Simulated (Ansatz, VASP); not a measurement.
# Cu in VASP and in Ansatz

```
CELL_PARAMETERS angstrom
0.00000 1.81487 1.86025
1.81487 0.00000 1.86025
1.81487 1.81487 0.00000
ATOMIC_POSITIONS crystal
Cu 0.00000 0.00000 0.00000
```

Change from the starting cell: strain +0.000 along x and y, +0.025 along z, atoms carried along.

Alike in both runs: task single point; functional PBE; k mesh 28 × 28 × 28; occupations gaussian, width 0.15 eV; no spin polarisation.

|  | VASP | Ansatz |
| --- | --- | --- |
| version | VASP 6.6.1 | Ansatz 0.2.0 |
| potentials or method | VASP PAW PBE potentials, release 64 (Cu), cutoff 520 eV | scalar-relativistic, plane waves, PAW |
| valence electrons in the cell | 11 | 19 |

Ansatz gave:

| Item | Value |
| --- | --- |
| gap on the k mesh at the Fermi level (eV) | none |
| pressure (GPa) | -3.3 |
| traceless stress, the component that is largest in VASP (GPa) | -0.99 |

Estimate VASP's values.

gap on the k mesh at the Fermi level (eV): none; pressure (GPa): -2.6; traceless stress, the component that is largest in VASP (GPa): -0.98.

A gap of «none» marks a metal or a gap that the smearing closes. With one functional, cell and mesh, what is left measures potentials, basis and numerics. VASP's potentials hold 11 valence electrons a cell and Ansatz's 19, so a difference there can come from the potentials and not from the codes.
